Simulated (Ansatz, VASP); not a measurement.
**Two plane-wave programs on Os**

```xyz
1
Lattice="-0.0930 1.8996 1.8996 1.8996 -0.0930 1.8996 1.8996 1.8996 -0.0930" Properties=species:S:1:pos:R:3 pbc="T T T"
Os    0.0000    0.0000    0.0000
```

Alike in both runs: task single point; functional PBEsol; k mesh 24 × 24 × 24; occupations gaussian, width 0.15 eV; no spin polarisation.

|  | VASP | Ansatz |
| --- | --- | --- |
| version | VASP 6.6.1 | Ansatz 0.2.0 |
| potentials or method | VASP PAW PBE potentials, release 64 (Os), cutoff 520 eV | scalar-relativistic, plane waves, PAW |
| valence electrons in the cell | 8 | 16 |

|  | VASP | Ansatz | Ansatz less VASP |
| --- | --- | --- | --- |
| gap on the k mesh at the Fermi level (eV) | none | none | - |
| pressure (GPa) | -17.6 | -17.6 | -0.03 |
| traceless stress, the component that is largest in VASP (GPa) | 13.21 | 13.28 | +0.077 |

VASP's potentials were made for PBE, not for PBEsol. A gap of «none» marks a metal or a gap that the smearing closes. VASP's potentials hold 8 valence electrons a cell and Ansatz's 16, so a difference there can come from the potentials and not from the codes.

Neither program's run includes spin-orbit coupling.
